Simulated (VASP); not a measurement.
# BaTiO3: single point with r2SCAN

The system is BaTiO3.

```
CELL_PARAMETERS angstrom
3.96329 0.00000 0.00000
0.00000 2.85777 2.87431
0.00000 -2.85777 2.87431
ATOMIC_POSITIONS crystal
Ba 0.00000 0.00843 0.00843
Ti 0.50000 0.52392 0.52392
O 0.50000 0.98012 0.49404
O 0.50000 0.49404 0.98012
O 0.00000 0.49038 0.49038
```

| Quantity | Value |
| --- | --- |
| Program | VASP 6.6.1 |
| Task | single point |
| Functional | r2SCAN |
| Potentials or basis | VASP PAW PBE potentials, release 64 (Ba_sv, Ti_sv, O) |
| Cutoff | 520 eV |
| k mesh | 7 × 7 × 7 |
| Occupations | fermi-dirac, width 0.05 eV |
| Spin | no spin polarisation |
| Dipole correction | no |
| Further INCAR settings | ALGO = Normal; EDIFF = 1e-07; NBANDS = 28 |

```yaml
Pressure: 1.9 GPa
Largest_force: 0.170 eV/Å
Band_gap_on_the_k_mesh: 2.72 eV (least direct gap 3.11 eV)
```

Forces in eV/Å, atoms in the order of the input:
```
Ba   0.000  0.000 -0.034
Ti   0.000  0.000 -0.170
O    0.000  0.081  0.094
O    0.000 -0.081  0.094
O    0.000  0.000  0.016
```

Stress tensor (GPa, compression positive):
```
1.86 0.00 0.00
0.00 2.04 0.00
0.00 0.00 1.88
```

Levels at points of the mesh, in eV from the valence-band top:
```
           k point  band 18  band 19  band 20  band 21  band 22  band 23
(0.00, 0.00, 0.00)    -0.49    -0.46    -0.39     2.72     2.94     3.02
```

Wall time 9.8 min on 1 thread of Intel Xeon 8259CL (shared host), peak memory 0.25 GiB.

Caveat: the PAW data sets were made with another functional, which shifts forces and pressure a little; spin-orbit coupling is left out, which moves the levels of the heavy elements; an odd mesh through Γ misses points on the zone boundary, where band edges can lie.
